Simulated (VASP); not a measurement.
Crystal: Be3CdSe4.

```xyz
8
Lattice="3.7370 0.0503 0.0210 0.0503 3.7464 -0.0399 0.0618 -0.1178 10.8335" Properties=species:S:1:pos:R:3 pbc="T T T"
Be    1.9358    1.7518    3.0217
Be    1.9803    1.7653    7.8276
Be   -0.0357    0.0181    5.4198
Cd    0.1710   -0.0706   10.8176
Se    1.8919   -0.0282    4.1312
Se    0.0092    1.8098    6.6220
Se    1.9047   -0.1342    9.0796
Se    3.7325    2.0017    1.8141
```

| Quantity | Value |
| --- | --- |
| Program | VASP 6.6.1 |
| Task | relaxation of cell and atoms |
| Functional | PBE |
| Potentials or basis | VASP PAW PBE potentials, release 64 (Be, Cd, Se) |
| Cutoff | 600 eV |
| k mesh | 4 × 4 × 2 |
| Occupations | gaussian, width 0.1 eV |
| Spin | no spin polarisation |

At the start: pressure 5.0 GPa; volume 18.95 Å³/atom.

Where does the relaxation end?

Over 16 steps the energy falls by 55.3 meV/atom and the volume is 20.09 Å³/atom (+6.0 %); space group C2 (No. 5, to 0.05 Å).

The path:
```tsv
step	energy change (eV)	largest force (eV/Å)	pressure (GPa)	volume (Å³)
1	0.0000	1.4274	5.00	151.62
2	-0.3588	0.3280	-1.65	164.92
3	-0.3684	0.4021	-0.85	162.82
4	-0.4072	0.2444	-0.22	161.13
5	-0.4189	0.1601	0.41	159.63
6	-0.4290	0.1440	0.05	160.51
7	-0.4317	0.1559	-0.25	161.29
8	-0.4362	0.0953	-0.02	160.73
9	-0.4374	0.0932	0.17	160.27
10	-0.4401	0.0602	-0.03	160.74
11	-0.4405	0.0578	-0.14	161.02
12	-0.4418	0.0321	0.04	160.60
13	-0.4418	0.0349	0.07	160.52
14	-0.4422	0.0265	-0.03	160.78
15	-0.4422	0.0261	-0.05	160.82
16	-0.4425	0.0217	0.00	160.71
```

Final structure:
```yaml
crystal:
  lattice:
    - [3.80137, 0.00102, -0.00402]
    - [0.00158, 3.80116, 0.00196]
    - [-0.01084, 0.00633, 11.12241]
  atoms:
    - { symbol: Be, position: [0.49669, 0.50173, 0.27390] }
    - { symbol: Be, position: [0.50032, 0.49675, 0.72605] }
    - { symbol: Be, position: [0.99890, 0.99715, 0.50010] }
    - { symbol: Cd, position: [0.00568, 0.00536, 0.99996] }
    - { symbol: Se, position: [0.49791, 0.00041, 0.38725] }
    - { symbol: Se, position: [0.99978, 0.49714, 0.61275] }
    - { symbol: Se, position: [0.50353, 0.99749, 0.83570] }
    - { symbol: Se, position: [0.99718, 0.50396, 0.16429] }
```

Caveat: the k points lie up to 0.41 Å⁻¹ apart in the final cell.
